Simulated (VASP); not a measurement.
# SiO2 (Fddd) in VASP: a series of runs

Runs on SiO2. Level: r2SCAN. Tasks: single point.

Program: VASP 6.6.1. These are calculated values, not measurements. Logs are shortened: lines on timing, memory, paths and dates and some standing lists are left out, and cuts for length are marked.

## 1. The cell of the first run

It takes space group Fddd (No. 70, orthorhombic). Conventional cell: a = 4.605 Å, b = 9.197 Å, c = 14.541 Å, α = 90.00°, β = 90.00°, γ = 90.00°. Within 2.1 Å of Si (site symmetry 2) lie 4 O at 1.58 to 1.60 Å. O (site symmetry -1) has 2 Si at 1.58 Å within 2.1 Å. Within 2.1 Å of O (site symmetry 2) lie 2 Si at 1.60 Å.

## 2. Single point, r2SCAN (volume scaled by 0.94, then relaxed in part)

POSCAR

```
SiO2
1.0
    0.0000000000      4.5986426292      7.2705763101
    2.3023962125      0.0000000000      7.2705763101
    2.3023962125      4.5986426292      0.0000000000
Si O
4 8
Direct
    0.5621870419      0.5621870419      0.9378129581
    0.3121870419      0.3121870419      0.6878129581
    0.6878129581      0.6878129581      0.3121870419
    0.9378129581      0.9378129581      0.5621870419
    0.6250000000      0.1250000000      0.6250000000
    0.6250000000      0.6250000000      0.1250000000
    0.6250000000      0.6250000000      0.6250000000
    0.1250000000      0.6250000000      0.6250000000
    0.1786765688      0.8213234312      0.1786765688
    0.8213234312      0.1786765688      0.8213234312
    0.4286765688      0.0713234312      0.4286765688
    0.0713234312      0.4286765688      0.0713234312
```

INCAR.step1

```
SYSTEM = SiO2
PREC = Accurate ; ENCUT = 520
ISMEAR = 0 ; SIGMA = 0.02
LREAL = .False. ; LASPH = .True.
NELM = 100 ; NBANDS = 44
GGA = PE ; ALGO = Normal
EDIFF = 1E-4 ; LWAVE = .True.
LCHARG = .False.
```

INCAR.step2

```
SYSTEM = SiO2
PREC = Accurate ; ENCUT = 520
EDIFF = 1E-6 ; ISMEAR = 0
SIGMA = 0.02 ; LREAL = .False.
LASPH = .True. ; NELM = 100
ALGO = Normal ; ISIF = 2
LWAVE = .False. ; LCHARG = .False.
METAGGA = R2SCAN ; LMIXTAU = .True.
NBANDS = 44 ; ISTART = 1
```

KPOINTS

```
Automatic mesh
0
Gamma
  6 6 6
  0 0 0
```

Potentials or basis: VASP PAW PBE potentials, release 64 (Si, O).

Launch:

```
$ cat potpaw_PBE.64/Si/POTCAR potpaw_PBE.64/O/POTCAR > POTCAR
$ cp INCAR.step1 INCAR
$ mpirun -np 1 vasp_std > vasp.out
$ cp INCAR.step2 INCAR
$ mpirun -np 1 vasp_std > vasp.out
```

OUTCAR:

```text
SYSTEM = SiO2
   PREC = Accurate
   ENCUT = 520
   EDIFF = 1E-6
   ISMEAR = 0
   LREAL = .False.
   LASPH = .True.
   NELM = 100
   ISIF = 2
   METAGGA = R2SCAN
   ISTART = 1

 ion  position               nearest neighbor table
   1  0.562  0.562  0.938-   6 1.58   7 1.58   9 1.60  10 1.60   4 2.93   4 2.93
   2  0.312  0.312  0.688-   8 1.58   5 1.58  11 1.60  12 1.60   3 2.93   3 2.93
   3  0.688  0.688  0.312-   6 1.58   7 1.58  11 1.60  12 1.60   2 2.93   2 2.93
   4  0.938  0.938  0.562-   8 1.58   5 1.58   9 1.60  10 1.60   1 2.93   1 2.93
   5  0.625  0.125  0.625-   2 1.58   4 1.58
   6  0.625  0.625  0.125-   1 1.58   3 1.58
   7  0.625  0.625  0.625-   1 1.58   3 1.58
   8  0.125  0.625  0.625-   2 1.58   4 1.58
   9  0.179  0.821  0.179-   1 1.60   4 1.60
  10  0.821  0.179  0.821-   1 1.60   4 1.60
  11  0.429  0.071  0.429-   2 1.60   3 1.60
  12  0.071  0.429  0.071-   2 1.60   3 1.60

  LATTYP: Found a face centered orthorhombic cell.
 ALAT       =     4.6047924250
 B/A-ratio  =     1.9973289585
 C/A-ratio  =     3.1578302078

  Lattice vectors:

 A1 = (   0.0000000000,   4.5986426292,   7.2705763101)
 A2 = (   2.3023962125,   0.0000000000,   7.2705763101)
 A3 = (   2.3023962125,   4.5986426292,   0.0000000000)

Analysis of symmetry for initial positions (statically):
=====================================================================
 Subroutine PRICEL returns:
 Original cell was already a primitive cell.

 Routine SETGRP: Setting up the symmetry group for a
 face centered orthorhombic supercell.

 Subroutine GETGRP returns: Found  8 space group operations
 (whereof  4 operations were pure point group operations)
 out of a pool of  8 trial point group operations.

The static configuration has the point symmetry D_2 .
 The point group associated with its full space group is D_2h.

Analysis of symmetry for dynamics (positions and initial velocities):
=====================================================================
 Subroutine PRICEL returns:
 Original cell was already a primitive cell.

 Routine SETGRP: Setting up the symmetry group for a
 face centered orthorhombic supercell.

 Subroutine GETGRP returns: Found  8 space group operations
 (whereof  4 operations were pure point group operations)
 out of a pool of  8 trial point group operations.

The dynamic configuration has the point symmetry D_2 .
 The point group associated with its full space group is D_2h.

 Subroutine INISYM returns: Found  8 space group operations
 (whereof  4 operations are pure point group operations),
 and found     1 'primitive' translations

----------------------------------------------------------------------------------------

                                     Primitive cell

  volume of cell :     153.9602

  direct lattice vectors                    reciprocal lattice vectors
     0.000000000  4.598642629  7.270576310    -0.217165055  0.108727736  0.068770339
     2.302396213  0.000000000  7.270576310     0.217165055 -0.108727736  0.068770339
     2.302396213  4.598642629  0.000000000     0.217165055  0.108727736 -0.068770339

  length of vectors
     8.602836388  7.626421717  5.142814633     0.252411848  0.252411848  0.252411848

  position of ions in fractional coordinates (direct lattice)
     0.562187042  0.562187042  0.937812958
     0.312187042  0.312187042  0.687812958
     0.687812958  0.687812958  0.312187042
     0.937812958  0.937812958  0.562187042
     0.625000000  0.125000000  0.625000000
     0.625000000  0.625000000  0.125000000
     0.625000000  0.625000000  0.625000000
     0.125000000  0.625000000  0.625000000
     0.178676569  0.821323431  0.178676569
     0.821323431  0.178676569  0.821323431
     0.428676569  0.071323431  0.428676569
     0.071323431  0.428676569  0.071323431

  ion indices of the primitive-cell ions
   primitive index   ion index
                 1           1
                 2           2
                 3           3
                 4           4
                 5           5
                 6           6
                 7           7
                 8           8
                 9           9
                10          10
                11          11
                12          12

----------------------------------------------------------------------------------------

 KPOINTS: Automatic mesh

Automatic generation of k-mesh.
 Grid dimensions read from file:
 generate k-points for:    6    6    6

 Generating k-lattice:

  Cartesian coordinates                     Fractional coordinates (reciprocal lattice)
    -0.036194176  0.018121289  0.011461723     0.166666667  0.000000000  0.000000000
     0.036194176 -0.018121289  0.011461723     0.000000000  0.166666667  0.000000000
     0.036194176  0.018121289 -0.011461723    -0.000000000 -0.000000000  0.166666667

  Length of vectors
     0.042068641  0.042068641  0.042068641

  Shift w.r.t. Gamma in fractional coordinates (k-lattice)
     0.000000000  0.000000000  0.000000000

 Subroutine IBZKPT returns following result:
 ===========================================

 Found     46 irreducible k-points:

 Following reciprocal coordinates:
            Coordinates               Weight
  0.000000  0.000000  0.000000      1.000000
  0.166667 -0.000000 -0.000000      8.000000
  0.333333 -0.000000 -0.000000      8.000000
  0.500000  0.000000  0.000000      4.000000
  0.166667  0.166667  0.000000      2.000000
  0.333333  0.166667 -0.000000      8.000000
[... 16 lines left out ...]
 -0.166667  0.166667  0.166667      8.000000
  0.500000  0.333333  0.166667      4.000000
 [... further k-points ...]
   k-points           NKPTS =     46   k-points in BZ     NKDIM =     46   number of bands    NBANDS=     44
   number of dos      NEDOS =    301   number of ions     NIONS =     12
   total plane-waves  NPLWV = 153600
   dimension x,y,z NGX =    64 NGY =   60 NGZ =   40
   dimension x,y,z NGXF=   128 NGYF=  120 NGZF=   80
   ions per type =               4   8
   NGX,Y,Z   is equivalent  to a cutoff of  12.37, 13.08, 12.93 a.u.
   NGXF,Y,Z  is equivalent  to a cutoff of  24.74, 26.16, 25.86 a.u.
 SYSTEM =  SiO2
   PREC   = accura    normal or accurate (medium, high low for compatibility)
   ISTART =      1    job   : 0-new  1-cont  2-samecut
   ICHARG =      0    charge: 1-file 2-atom 10-const
   ISPIN  =      1    spin polarized calculation?
   LNONCOLLINEAR =      F non collinear calculations
   LSORBIT =      F    spin-orbit coupling
   LASPH  =      T    aspherical Exc in radial PAW
   ENCUT  =  520.0 eV  38.22 Ry    6.18 a.u.  16.00 14.18  9.56*2*pi/ulx,y,z
   NELM   =    100;   NELMIN=  2; NELMDL=  0     # of ELM steps
   EDIFF  = 0.1E-05   stopping-criterion for ELM
   LREAL  =      F    real-space projection
   EDIFFG = 0.1E-04   stopping-criterion for IOM
   NSW    =      0    number of steps for IOM
   IBRION =     -1    ionic relax: 0-MD 1-quasi-New 2-CG
   NFREE  =      0    steps in history (QN), initial steepest desc. (CG)
   ISIF   =      2    stress and relaxation
   ISYM   =      2    0-nonsym 1-usesym 2-fastsym
   POTIM  = 0.5000    time-step for ionic-motion
   TEBEG  =    0.0;   TEEND  =   0.0 temperature during run
   PSTRESS=    0.0 pullay stress
   NELECT =      64.0000    total number of electrons
   NUPDOWN=      -1.0000    fix difference up-down
   EMIN   =  10.00;   EMAX   =-10.00  energy-range for DOS
   EFERMI =   0.00;   METHOD = LEGACY
   ISMEAR =     0;   SIGMA  =   0.02  broadening in eV -4-tet -1-fermi 0-gaus
   EFERMI_NEDOS =   21; number of points for ismear=-14 and -15
   IALGO  =     38    algorithm
   IMIX   =      4    mixing-type and parameters
     AMIX     =   0.40;   BMIX     =  1.00
     AMIX_MAG =   1.60;   BMIX_MAG =  1.00
  volume/ion in A,a.u.               =      12.83        86.58
  Fermi-wavevector in a.u.,A,eV,Ry     =   1.221796  2.308859 20.310574  1.492785
  Thomas-Fermi vector in A             =   2.356965
   LORBIT       =      0    0 simple, 1 ext, 2 COOP (PROOUT), +10 PAW based schemes
   METAGGA = R2SCAN    functional components
   LHFCALC =     F    Hartree Fock is set to
   AEXX    =    0.0000 exact exchange contribution
   IVDW    =     0    specifies the selected vdW correction
   LEPSILON=     F    determine dielectric tensor
   LRPA    =     F    only Hartree local field effects (RPA)
 non-spin polarized calculation
 Gauss-broadening in eV      SIGMA  =   0.02
  energy-cutoff  :      520.00
  volume of cell :      153.96
 maximum number of plane-waves:      4200
   NGX = 31   NGY = 29   NGZ = 19

 number of electron      63.9999999 magnetization

 Free energy of the ion-electron system (eV)
  ---------------------------------------------------
  ext. energy  EPLUGINS =         0.00000000
  ---------------------------------------------------
  free energy    TOTEN  =      -118.79820431 eV

  energy without entropy =     -118.79820431  energy(sigma->0) =     -118.79820431

 E-fermi :   0.6326     XC(G=0):  -9.5118

 val. band max:        0.4609356771   @ k =   0.0000   0.0000   0.0000
 cond. band min:       7.0783609834   @ k =   0.0000   0.0000   0.0000
 fundamental gap:      6.6174253062
 Fermi energy:         0.6325902739

 k-point     1 :       0.0000    0.0000    0.0000
  band No.  band energies     occupation
      1     -20.1718      2.00000
      2     -19.2066      2.00000
      3     -19.1658      2.00000
      4     -18.0397      2.00000
      5     -17.9908      2.00000
      6     -17.9285      2.00000
[... 36 lines left out ...]
     43      13.7463      0.00000
     44      14.1847      0.00000
[... 1040 lines left out ...]
      4     -18.2351      2.00000
      5     -18.0222      2.00000
      6     -17.9760      2.00000
[... 36 lines left out ...]
     43      14.0330      0.00000
     44      14.1816      0.00000

 [... further k-points ...]

------------------------ aborting loop because EDIFF is reached ----------------------------------------

  FORCE on cell =-STRESS in cart. coord.  units (eV):
  Direction    XX          YY          ZZ          XY          YZ          ZX
  --------------------------------------------------------------------------------------
  -------------------------------------------------------------------------------------
  Total        8.6297995      8.3178387      8.5158320      0.0000000      0.0000000      0.0000000
  in kB       89.8054580     86.5590577     88.6194628      0.0000000      0.0000000      0.0000000
  external PRESSURE =      88.3279928 kB  Pullay stress =       0.0000000 kB

 VOLUME and BASIS-vectors are now :
 -----------------------------------------------------------------------------
  energy-cutoff  :      520.00
  volume of cell :      153.96
      direct lattice vectors                 reciprocal lattice vectors
     0.000000000  4.598642629  7.270576310    -0.217165055  0.108727736  0.068770339
     2.302396213  0.000000000  7.270576310     0.217165055 -0.108727736  0.068770339
     2.302396213  4.598642629  0.000000000     0.217165055  0.108727736 -0.068770339

 POSITION                                       TOTAL-FORCE (eV/Angst)
 -----------------------------------------------------------------------------------
      3.45359      6.89796      8.17485        -0.000000      0.000000      0.054703
      2.30240      4.59864      4.53956         0.000000      0.000000      0.054703
      2.30240      4.59864     10.00159         0.000000      0.000000     -0.054703
      3.45359      6.89796     13.63688        -0.000000      0.000000     -0.054703
      1.72680      5.74830      5.45293         0.000000      0.000000     -0.000000
      1.72680      3.44898      9.08822        -0.000000      0.000000     -0.000000
      2.87800      5.74830      9.08822        -0.000000      0.000000     -0.000000
      2.87800      3.44898      5.45293         0.000000      0.000000     -0.000000
      2.30240      1.64334      7.27058         0.000000     -0.006739     -0.000000
      2.30240      7.55395      7.27058         0.000000      0.006739     -0.000000
      1.15120      3.94266      3.63529         0.000000     -0.006739     -0.000000
      1.15120      0.65598      3.63529         0.000000      0.006739     -0.000000
 -----------------------------------------------------------------------------------
    total drift:                                0.000000     -0.000000      0.000000

  FREE ENERGIE OF THE ION-ELECTRON SYSTEM (eV)
  ---------------------------------------------------
  free  energy   TOTEN  =      -118.7982043058 eV

  energy  without entropy=     -118.7982043058  energy(sigma->0) =     -118.79820431
```

Wall time 20 min (1 thread of Intel Xeon Platinum 8488C (Sapphire Rapids), shared host); peak memory 0.54 GiB.

What came out:

| Item | Value |
| --- | --- |
| Free energy | -118.7982 eV |
| Pressure | 8.8 GPa |
| Largest force | 0.055 eV/Å |
| Band gap on the k mesh | 6.62 eV, direct |

Forces on the atoms (eV/Å):
```
Si   0.000  0.000  0.055
Si   0.000  0.000  0.055
Si   0.000  0.000 -0.055
Si   0.000  0.000 -0.055
O    0.000  0.000  0.000
O    0.000  0.000  0.000
O    0.000  0.000  0.000
O    0.000  0.000  0.000
O    0.000 -0.007  0.000
O    0.000  0.007  0.000
O    0.000 -0.007  0.000
O    0.000  0.007  0.000
```

Stress tensor (GPa, compression positive):
```
8.98 0.00 0.00
0.00 8.66 0.00
0.00 0.00 8.86
```

Caveat: the cell differs from its parent crystal (volume scaled by 0.94, then relaxed in part); the PAW data sets were made with another functional, which shifts forces and pressure a little.

## 3. Single point, r2SCAN

This run uses another cell than the first one, of 12.88 Å³/atom, 1.004 times its volume.

POSCAR

```
SiO2
1.0
    0.0000000000      4.6068691446      7.2747123223
    2.3061835477      0.0000000000      7.2747123223
    2.3061835477      4.6068691446      0.0000000000
Si O
4 8
Direct
    0.5622579409      0.5622579409      0.9377420591
    0.3122579409      0.3122579409      0.6877420591
    0.6877420591      0.6877420591      0.3122579409
    0.9377420591      0.9377420591      0.5622579409
    0.6250000000      0.1250000000      0.6250000000
    0.6250000000      0.6250000000      0.1250000000
    0.6250000000      0.6250000000      0.6250000000
    0.1250000000      0.6250000000      0.6250000000
    0.1791760393      0.8208239607      0.1791760393
    0.8208239607      0.1791760393      0.8208239607
    0.4291760393      0.0708239607      0.4291760393
    0.0708239607      0.4291760393      0.0708239607
```

INCAR.step1

```
  PREC = Accurate
  ENCUT = 520
  ISMEAR = 0
  SIGMA = 0.02
  LREAL = F
  LASPH = T
  NELM = 100
  NBANDS = 44
  GGA = PE
  ALGO = Normal
  EDIFF = 1E-4
  LWAVE = T
  LCHARG = F
```

INCAR.step2

```
  PREC = Accurate
  ENCUT = 520
  EDIFF = 1E-6
  ISMEAR = 0
  SIGMA = 0.02
  LREAL = F
  LASPH = T
  NELM = 100
  ALGO = Normal
  ISIF = 2
  LWAVE = F
  LCHARG = F
  METAGGA = R2SCAN
  LMIXTAU = T
  NBANDS = 44
  ISTART = 1
```

KPOINTS

```
Automatic mesh
0
Gamma
  6 6 6
```

Potentials or basis: VASP PAW PBE potentials, release 64 (Si, O).

Launch:

```
$ cat potpaw_PBE.64/Si/POTCAR potpaw_PBE.64/O/POTCAR > POTCAR
$ cp INCAR.step1 INCAR
$ mpirun -np 1 vasp_std > vasp.out
$ cp INCAR.step2 INCAR
$ mpirun -np 1 vasp_std > vasp.out
```

Wall time 26 min (1 thread of Intel Xeon Platinum 8488C (Sapphire Rapids), shared host); peak memory 0.54 GiB.

It converged, with:

- Free energy: -118.8320 eV
- Pressure: 8.2 GPa
- Largest force: 0.053 eV/Å
- Band gap on the k mesh: 6.61 eV, direct

Forces on the atoms (eV/Å):
```
Si   0.000  0.000  0.053
Si   0.000  0.000  0.053
Si   0.000  0.000 -0.053
Si   0.000  0.000 -0.053
O    0.000  0.000  0.000
O    0.000  0.000  0.000
O    0.000  0.000  0.000
O    0.000  0.000  0.000
O    0.000 -0.006  0.000
O    0.000  0.006  0.000
O    0.000 -0.006  0.000
O    0.000  0.006  0.000
```

Stress tensor (GPa, compression positive):
```
8.38 0.00 0.00
0.00 8.06 0.00
0.00 0.00 8.28
```

Levels at points of the mesh, in eV from the valence-band top:
| k point | band 29 | band 30 | band 31 | band 32 | band 33 | band 34 | band 35 | band 36 |
| --- | --- | --- | --- | --- | --- | --- | --- | --- |
| (0.00, 0.00, 0.00) | -0.53 | -0.50 | -0.06 | 0.00 | 6.61 | 9.25 | 9.52 | 9.62 |
| (0.50, 0.00, 0.00) | -0.64 | -0.58 | -0.33 | -0.26 | 9.20 | 9.79 | 10.57 | 10.69 |
| (0.50, 0.50, 0.00) | -0.68 | -0.68 | -0.14 | -0.14 | 7.81 | 7.81 | 9.79 | 9.79 |
| (0.50, 0.00, 0.50) | -0.99 | -0.99 | -0.34 | -0.34 | 8.84 | 8.84 | 10.43 | 10.43 |
| (0.00, 0.50, 0.50) | -0.97 | -0.97 | -0.18 | -0.18 | 9.30 | 9.30 | 9.96 | 9.96 |

Caveat: the PAW data sets were made with another functional, which shifts forces and pressure a little. A k mesh can miss the band edges.
